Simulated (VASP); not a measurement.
# C in VASP: single point with PBEsol+D4

Aim: the single point of C with PBEsol+D4.

Everything below comes from runs of VASP 6.6.1. Logs are shortened: lines on timing, memory, paths and dates and some standing lists are left out, and cuts for length are marked.

### 1 The cell of the first run

The cell holds a slab with vacuum, 2 atoms: a = 2.457 Å, b = 2.457 Å, c = 26.764 Å, α = 90.00°, β = 90.00°, γ = 120.00°.

### 2 Single point, PBEsol+D4

The input, INCAR:

```
PREC     = Accurate       # precision mode
ENCUT    = 520            # plane-wave cutoff, eV
EDIFF    = 1E-6           # SCF threshold, eV
ISMEAR   = 0              # smearing method
SIGMA    = 0.04           # smearing width, eV
LREAL    = F              # projectors in reciprocal space
LASPH    = T              # aspherical terms in the spheres
NELM     = 120            # most SCF steps
ALGO     = Normal         # electronic algorithm
ISIF     = 2              # what is computed and relaxed
LWAVE    = F              # write WAVECAR
LCHARG   = F              # write CHGCAR
LDIPOL   = T            
IDIPOL   = 3            
DIPOL    = 0.5 0.5 0.705
GGA      = PS             # functional
IVDW     = 13             # dispersion correction
NBANDS   = 11             # bands
GGA_COMPAT= F            
NELMDL   = -8
```

The input, KPOINTS:

```
regular mesh
0
Gamma
  15 15 1
```

The input, POSCAR:

```
C
1.0
    2.4568680508      0.0000000000      0.0000000000
   -1.2284340254      2.1277101457      0.0000000000
    0.0000000000      0.0000000000     26.7636446248
C
2
Direct
    1.0000000000      0.0000000000      0.7043604395
    0.3333333333      0.6666666667      0.7048791512
```

Potentials or basis: VASP PAW PBE potentials, release 64 (C).

The run is started by

```sh
$ cat potpaw_PBE.64/C/POTCAR > POTCAR
$ mpirun -np 1 vasp_std > vasp.out
```

OUTCAR:

```text
PREC = Accurate
   ENCUT = 520
   EDIFF = 1E-6
   ISMEAR = 0
   LREAL = F
   LASPH = T
   NELM = 120
   ISIF = 2
   GGA = PS
   IVDW = 13
   NELMDL = -8

 ion  position               nearest neighbor table
   1  0.000  0.000  0.704-   2 1.42   2 1.42   2 1.42
   2  0.333  0.667  0.705-   1 1.42   1 1.42   1 1.42

  LATTYP: Found a hexagonal cell.
 ALAT       =     2.4568680508
 C/A-ratio  =    10.8933992674

  Lattice vectors:

 A1 = (   2.4568680508,   0.0000000000,   0.0000000000)
 A2 = (  -1.2284340254,   2.1277101457,   0.0000000000)
 A3 = (   0.0000000000,   0.0000000000,  26.7636446248)

Analysis of symmetry for initial positions (statically):
=====================================================================
 Subroutine PRICEL returns:
 Original cell was already a primitive cell.

 Routine SETGRP: Setting up the symmetry group for a
 hexagonal supercell.

 Subroutine GETGRP returns: Found 12 space group operations
 (whereof  6 operations were pure point group operations)
 out of a pool of 24 trial point group operations.

The static configuration has the point symmetry C_3v.
 The point group associated with its full space group is D_3d.

Analysis of symmetry for dynamics (positions and initial velocities):
=====================================================================
 Subroutine PRICEL returns:
 Original cell was already a primitive cell.

 Routine SETGRP: Setting up the symmetry group for a
 hexagonal supercell.

 Subroutine GETGRP returns: Found 12 space group operations
 (whereof  6 operations were pure point group operations)
 out of a pool of 24 trial point group operations.

The dynamic configuration has the point symmetry C_3v.
 The point group associated with its full space group is D_3d.

 Subroutine INISYM returns: Found 12 space group operations
 (whereof  6 operations are pure point group operations),
 and found     1 'primitive' translations

----------------------------------------------------------------------------------------

                                     Primitive cell

  volume of cell :     139.9070

  direct lattice vectors                    reciprocal lattice vectors
     2.456868051  0.000000000  0.000000000     0.407022265  0.234994415  0.000000000
    -1.228434025  2.127710146  0.000000000     0.000000000  0.469988829  0.000000000
     0.000000000  0.000000000 26.763644625     0.000000000  0.000000000  0.037364119

  length of vectors
     2.456868051  2.456868051 26.763644625     0.469988829  0.469988829  0.037364119

  position of ions in fractional coordinates (direct lattice)
     0.000000000  0.000000000  0.704360440
     0.333333333  0.666666667  0.704879151

  ion indices of the primitive-cell ions
   primitive index   ion index
                 1           1
                 2           2

----------------------------------------------------------------------------------------

 KPOINTS: regular mesh

Automatic generation of k-mesh.
 Grid dimensions read from file:
 generate k-points for:   15   15    1

 Generating k-lattice:

  Cartesian coordinates                     Fractional coordinates (reciprocal lattice)
     0.027134818  0.015666294  0.000000000     0.066666667  0.000000000  0.000000000
     0.000000000  0.031332589  0.000000000     0.000000000  0.066666667  0.000000000
     0.000000000  0.000000000  0.037364119     0.000000000  0.000000000  1.000000000

  Length of vectors
     0.031332589  0.031332589  0.037364119

  Shift w.r.t. Gamma in fractional coordinates (k-lattice)
     0.000000000  0.000000000  0.000000000

 Subroutine IBZKPT returns following result:
 ===========================================

 Found     27 irreducible k-points:

 Following reciprocal coordinates:
            Coordinates               Weight
  0.000000  0.000000  0.000000      1.000000
  0.066667  0.000000  0.000000      6.000000
  0.133333  0.000000  0.000000      6.000000
  0.200000  0.000000  0.000000      6.000000
  0.266667  0.000000  0.000000      6.000000
  0.333333  0.000000  0.000000      6.000000
[... 16 lines left out ...]
  0.333333  0.200000  0.000000     12.000000
  0.400000  0.200000  0.000000      6.000000
 [... further k-points ...]
   k-points           NKPTS =     27   k-points in BZ     NKDIM =     27   number of bands    NBANDS=     11
   number of dos      NEDOS =    301   number of ions     NIONS =      2
   total plane-waves  NPLWV =  64800
   dimension x,y,z NGX =    18 NGY =   18 NGZ =  200
   dimension x,y,z NGXF=    36 NGYF=   36 NGZF=  400
   ions per type =               2
   NGX,Y,Z   is equivalent  to a cutoff of  12.18, 12.18, 12.42 a.u.
   NGXF,Y,Z  is equivalent  to a cutoff of  24.36, 24.36, 24.85 a.u.
 SYSTEM =  unknown system
   PREC   = accura    normal or accurate (medium, high low for compatibility)
   ISTART =      0    job   : 0-new  1-cont  2-samecut
   ICHARG =      2    charge: 1-file 2-atom 10-const
   ISPIN  =      1    spin polarized calculation?
   LNONCOLLINEAR =      F non collinear calculations
   LSORBIT =      F    spin-orbit coupling
   LASPH  =      T    aspherical Exc in radial PAW
   ENCUT  =  520.0 eV  38.22 Ry    6.18 a.u.   4.57  4.57 49.76*2*pi/ulx,y,z
   NELM   =    120;   NELMIN=  2; NELMDL= -8     # of ELM steps
   EDIFF  = 0.1E-05   stopping-criterion for ELM
   LREAL  =      F    real-space projection
   EDIFFG = 0.1E-04   stopping-criterion for IOM
   NSW    =      0    number of steps for IOM
   IBRION =     -1    ionic relax: 0-MD 1-quasi-New 2-CG
   NFREE  =      0    steps in history (QN), initial steepest desc. (CG)
   ISIF   =      2    stress and relaxation
   ISYM   =      2    0-nonsym 1-usesym 2-fastsym
   POTIM  = 0.5000    time-step for ionic-motion
   TEBEG  =    0.0;   TEEND  =   0.0 temperature during run
   PSTRESS=    0.0 pullay stress
   NELECT =       8.0000    total number of electrons
   NUPDOWN=      -1.0000    fix difference up-down
   EMIN   =  10.00;   EMAX   =-10.00  energy-range for DOS
   EFERMI =   0.00;   METHOD = LEGACY
   ISMEAR =     0;   SIGMA  =   0.04  broadening in eV -4-tet -1-fermi 0-gaus
   EFERMI_NEDOS =   21; number of points for ismear=-14 and -15
   IALGO  =     38    algorithm
   IMIX   =      4    mixing-type and parameters
     AMIX     =   0.40;   BMIX     =  1.00
     AMIX_MAG =   1.60;   BMIX_MAG =  1.00
  volume/ion in A,a.u.               =      69.95       472.07
  Fermi-wavevector in a.u.,A,eV,Ry     =   0.630703  1.191856  5.412213  0.397786
  Thomas-Fermi vector in A             =   1.693427
   LORBIT       =      0    0 simple, 1 ext, 2 COOP (PROOUT), +10 PAW based schemes
   GGA     = PS    functional components
   LHFCALC =     F    Hartree Fock is set to
   AEXX    =    0.0000 exact exchange contribution
   IVDW    =    13    specifies the selected vdW correction
   LEPSILON=     F    determine dielectric tensor
   LRPA    =     F    only Hartree local field effects (RPA)
 non-spin polarized calculation
 Gauss-broadening in eV      SIGMA  =   0.04
  energy-cutoff  :      520.00
  volume of cell :      139.91
 maximum number of plane-waves:      3818
   NGX =  9   NGY =  9   NGZ = 99

 dipolmoment           0.000000      0.000000      0.000002 electrons x Angstroem

 number of electron       7.9999997 magnetization

 dipolmoment           0.000000      0.000000     -0.000000 electrons x Angstroem

 Free energy of the ion-electron system (eV)
  ---------------------------------------------------
  ext. energy  EPLUGINS =         0.00000000
  ---------------------------------------------------
  free energy    TOTEN  =       -19.27880152 eV

  energy without entropy =      -19.27840032  energy(sigma->0) =      -19.27860092

 E-fermi :  -3.1684     XC(G=0):  -1.6307

 val. band max:       -3.1684411582   @ k =   0.3333   0.3333   0.0000
 cond. band min:      -3.1684405310   @ k =   0.3333   0.3333   0.0000
 fundamental gap:      0.0000006272
 Fermi energy:        -3.1684408445

 k-point     1 :       0.0000    0.0000    0.0000
  band No.  band energies     occupation
      1     -22.7410      2.00000
      2     -10.8915      2.00000
      3      -6.1682      2.00000
      4      -6.1682      2.00000
      5       0.2014      0.00000
      6       0.9691      0.00000
      7       1.1747      0.00000
      8       1.6247      0.00000
      9       1.8818      0.00000
     10       2.7415      0.00000
     11       3.0965      0.00000

 k-point     2 :       0.0667    0.0000    0.0000
  band No.  band energies     occupation
      1     -22.6352      2.00000
      2     -10.7646      2.00000
      3      -6.5941      2.00000
      4      -6.3948      2.00000
      5       0.3446      0.00000
      6       1.1150      0.00000
      7       1.3222      0.00000
      8       1.7715      0.00000
      9       2.0284      0.00000
     10       2.8876      0.00000
     11       3.2421      0.00000

 k-point     3 :       0.1333    0.0000    0.0000
  band No.  band energies     occupation
      1     -22.3186      2.00000
      2     -10.3859      2.00000
      3      -7.7270      2.00000
      4      -6.9682      2.00000
      5       0.7743      0.00000
      6       1.5522      0.00000
      7       1.7647      0.00000
      8       2.2114      0.00000
      9       2.4684      0.00000
     10       3.3253      0.00000
     11       3.6785      0.00000
[... 267 lines left out ...]
 k-point    23 :       0.3333    0.2000    0.0000
  band No.  band energies     occupation
      1     -17.7714      2.00000
      2     -14.8202      2.00000
      3     -11.9249      2.00000
      4      -5.3466      2.00000
      5      -1.1194      0.00000
      6       7.1260      0.00000
      7       7.6261      0.00000
      8       7.8242      0.00000
      9       8.4015      0.00000
     10       8.6414      0.00000
     11       9.0594      0.00000

 k-point    24 :       0.4000    0.2000    0.0000
  band No.  band energies     occupation
      1     -16.8076      2.00000
      2     -15.8962      2.00000
      3     -12.0565      2.00000
      4      -4.6854      2.00000
      5      -1.8707      0.00000
      6       7.7477      0.00000
      7       8.1430      0.00000
      8       8.8829      0.00000
      9       9.0915      0.00000
     10      10.1408      0.00000
     11      10.4639      0.00000

 [... further k-points ...]

------------------------ aborting loop because EDIFF is reached ----------------------------------------

 vacuum level on the upper side and lower side of the slab       (xc-potential included)        -0.009        -0.009

  DFT-D4 for vdW energy calculation

  Edisp (eV):   -0.09772

  FORCE on cell =-STRESS in cart. coord.  units (eV):
  Direction    XX          YY          ZZ          XY          YZ          ZX
  --------------------------------------------------------------------------------------
  -------------------------------------------------------------------------------------
  Total       0.12487     0.12487    -0.01366     0.00000     0.00000    -0.00000
  in kB       1.43000     1.43000    -0.15643     0.00000     0.00000    -0.00000
  external pressure =        0.90 kB  Pullay stress =        0.00 kB

 VOLUME and BASIS-vectors are now :
 -----------------------------------------------------------------------------
  energy-cutoff  :      520.00
  volume of cell :      139.91
      direct lattice vectors                 reciprocal lattice vectors
     2.456868051  0.000000000  0.000000000     0.407022265  0.234994415  0.000000000
    -1.228434025  2.127710146  0.000000000     0.000000000  0.469988829  0.000000000
     0.000000000  0.000000000 26.763644625     0.000000000  0.000000000  0.037364119

 POSITION                                       TOTAL-FORCE (eV/Angst)
 -----------------------------------------------------------------------------------
      0.00000      0.00000     18.85125        -0.000000      0.000000      0.234729
     -0.00000      1.41847     18.86514         0.000000     -0.000000     -0.234729
 -----------------------------------------------------------------------------------
    total drift:                                0.000000      0.000000      0.000000

  FREE ENERGIE OF THE ION-ELECTRON SYSTEM (eV)
  ---------------------------------------------------
  free  energy   TOTEN  =       -19.3765217807 eV

  energy  without entropy=      -19.3761205792  energy(sigma->0) =      -19.37632118

 vacuum level on the upper side and lower side of the slab         1.122         1.122
```

Wall time 64 s (1 thread of Intel Xeon Platinum 8259CL at 2.50GHz (Skylake/Cascade Lake), shared host); peak memory 0.23 GiB.

What came out:

* Free energy: -19.3765 eV
* Largest force: 0.235 eV/Å
* Band gap on the k mesh: zero (filled and empty bands touch)
* Dispersion energy per atom: -0.049 eV

Forces in eV/Å, atoms in the order of the input:
```
C    0.000  0.000  0.235
C    0.000  0.000 -0.235
```

Caveat: the PAW data sets were made with another functional, which shifts forces and pressure a little.
